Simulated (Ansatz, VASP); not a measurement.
**Cd: VASP beside Ansatz**

```xyz
1
Lattice="0.0000 2.2199 2.2199 2.2199 0.0000 2.2199 2.2199 2.2199 0.0000" Properties=species:S:1:pos:R:3 pbc="T T T"
Cd    0.0000    0.0000    0.0000
```

Alike in both runs: task single point; functional PBE; k mesh 16 × 16 × 16; occupations gaussian, width 0.1 eV; no spin polarisation.

```csv
,VASP,Ansatz
version,VASP 6.6.1,Ansatz 0.2.0
potentials or method,"VASP PAW PBE potentials, release 64 (Cd), cutoff 520 eV","scalar-relativistic, plane waves, PAW"
valence electrons in the cell,12,20
```

```tsv
	VASP	Ansatz	Ansatz less VASP
gap on the k mesh at the Fermi level (eV)	none	none	-
pressure (GPa)	2.5	2.2	-0.30
```

A gap of «none» marks a metal or a gap that the smearing closes. VASP's potentials hold 12 valence electrons a cell and Ansatz's 20, so a difference there can come from the potentials and not from the codes.
